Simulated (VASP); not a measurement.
A run of VASP 6.6.1 is set up as follows.

File INCAR:

```
ALGO = Normal
EDIFF = 1E-6
ENCUT = 520
GGA = PE
ISIF = 2
ISMEAR = 0
LASPH = True
LCHARG = True
LELF = True
LREAL = False
LVHAR = True
LWAVE = False
NBANDS = 36
NELM = 80
PREC = Accurate
SIGMA = 0.15
```

The input KPOINTS:

```
k-points
0
Gamma
  10 10 10
```

The input POSCAR:

```
CoSi
1.0
    5.0954764193      0.0000000000      0.0000000000
    0.0000000000      3.7662217013      0.0000000000
    0.0000000000      0.0000000000      4.4308490603
Co Si
4 4
Direct
    0.1450189116      0.1450189116      0.1450189116
    0.3549810884      0.8549810884      0.6450189116
    0.6450189116      0.3549810884      0.8549810884
    0.8549810884      0.6450189116      0.3549810884
    0.8431597103      0.8431597103      0.8431597103
    0.6568402897      0.1568402897      0.3431597103
    0.3431597103      0.6568402897      0.1568402897
    0.1568402897      0.3431597103      0.6568402897
```

Potentials or basis: VASP PAW PBE potentials, release 64 (Co, Si).

Launch:

```bash
$ cat potpaw_PBE.64/Co/POTCAR potpaw_PBE.64/Si/POTCAR > POTCAR
$ mpirun -np 1 vasp_std > vasp.out
```

Predict the pressure.

20.2 GPa.

Predict the band gap on the k mesh.

zero (bands 26 and 27 overlap by 0.75 eV).

Predict the largest force.

0.980 eV/Å.

Stress tensor (GPa, compression positive):
```
-3.70  0.00  0.00
 0.00 59.72  0.00
 0.00  0.00  4.53
```

Caveat: the cell differs from its parent crystal (strain +0.1500 x Voigt [1, -1, 0, 0, 0, 0]); the stress differs along the axes, from -4 to 60 GPa; the run has no spin polarisation, though such a crystal can be magnetic. Spin polarisation is off, so any magnetic state and its effect on volume and gap are missing.
